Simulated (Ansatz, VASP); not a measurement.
One calculation of GaCuSe2, two programs

Contents of INCAR:

```
SYSTEM = GaCuSe2
  AGGAC = 1.0
  AGGAX = 1.0
  ALDAC = 0.0
  ALDAX = 1.0
  ALGO = Normal
  EDIFF = 1E-6
  ENCUT = 520
  GGA = B5
  ISIF = 2
  ISMEAR = -1
  LASPH = .TRUE.
  LCHARG = .TRUE.
  LELF = .TRUE.
  LREAL = .FALSE.
  LVHAR = .TRUE.
  LWAVE = .FALSE.
  NBANDS = 46
  NELM = 60
  PREC = Accurate
  SIGMA = 0.05
```

The input KPOINTS:

```
k-points
0
G
  7 7 7
  0 0 0
```

The input POSCAR:

```
GaCuSe2
1.0
   -2.8095500000      2.8095500000      5.5130000000
    2.8095500000     -2.8095500000      5.5130000000
    2.8095500000      2.8095500000     -5.5130000000
Se Ga Cu
4 2 2
Direct
    0.1256200000      0.6250000000      0.0006200000
    0.8750000000      0.8743800000      0.4993800000
    0.6243800000      0.1250000000      0.9993800000
    0.3750000000      0.3756200000      0.5006200000
    0.2500000000      0.7500000000      0.5000000000
    0.5000000000      0.5000000000      0.0000000000
    0.7500000000      0.2500000000      0.5000000000
    0.0000000000      0.0000000000      0.0000000000
```

Contents of input.yaml:

```yaml
crystal:
  lattice:
    - [-2.80955, 2.80955, 5.513]
    - [2.80955, -2.80955, 5.513]
    - [2.80955, 2.80955, -5.513]
  atoms:
    - { symbol: Se, position: [0.12562, 0.625, 0.00062] }
    - { symbol: Se, position: [0.875, 0.87438, 0.49938] }
    - { symbol: Se, position: [0.62438, 0.125, 0.99938] }
    - { symbol: Se, position: [0.375, 0.37562, 0.50062] }
    - { symbol: Ga, position: [0.25, 0.75, 0.5] }
    - { symbol: Ga, position: [0.5, 0.5, 0.0] }
    - { symbol: Cu, position: [0.75, 0.25, 0.5] }
    - { symbol: Cu, position: [0.0, 0.0, 0.0] }
hamiltonian:
  xc: blyp
  pseudopotentials: { kind: paw }
kpoints:
  mp_grid: { grid: [7, 7, 7] }
  band_path:
    path:
      - [[0.0, 0.0, 0.0], [0.0, 0.0, 0.5], [-0.1298576533, 0.1298576533, 0.5], [-0.3149288266, 0.3149288266, 0.3149288266], [0.0, 0.0, 0.0], [0.5, 0.5, -0.5], [0.3149288266, 0.6850711734, -0.3149288266], [0.0, 0.5, 0.0], [0.25, 0.25, 0.25], [0.5, 0.5, -0.1298576533], [0.5, 0.5, -0.5]]
      - [[0.0, 0.0, 0.5], [0.25, 0.25, 0.25]]
    npoints: 10
scf:
  occupations: { method: fermi_dirac, width: 0.05 }
  n_extra_bands: 20
output:
  forces: true
  stress: true
  eigenvalues: true
  fatbands: false
```

Alike in both runs: functional BLYP; k mesh 7 × 7 × 7; occupations fermi-dirac, width 0.05 eV; no spin polarisation.

|  | VASP | Ansatz |
| --- | --- | --- |
| version | VASP 6.6.1 | Ansatz 0.2.0 |
| potentials or method | VASP PAW PBE potentials, release 64 (Se, Ga_d, Cu) | Ansatz PAW |
| plane-wave cutoff (eV) | 520 | 420 |
| valence electrons in the cell | 72 | 128 |
| task | single point | band structure |

|  | VASP | Ansatz | Ansatz less VASP |
| --- | --- | --- | --- |
| gap on the k mesh at the Fermi level (eV) | 0.25 | 0.20 | -0.046 |
| least direct gap on the mesh (eV) | 0.25 | 0.20 | -0.046 |
| pressure (GPa) | 7.1 | 6.8 | -0.24 |
| traceless stress, the component that is largest in VASP (GPa) | 0.09 | 0.10 | +0.015 |
| rms of the force components (eV/Å) | 0.150 | 0.149 | -0.0007 |

VASP's potentials were made for PBE, not for BLYP. Atom by atom the forces differ by 0.001 eV/Å (rms over components). VASP's potentials hold 72 valence electrons a cell and Ansatz's 128, so a difference there can come from the potentials and not from the codes.
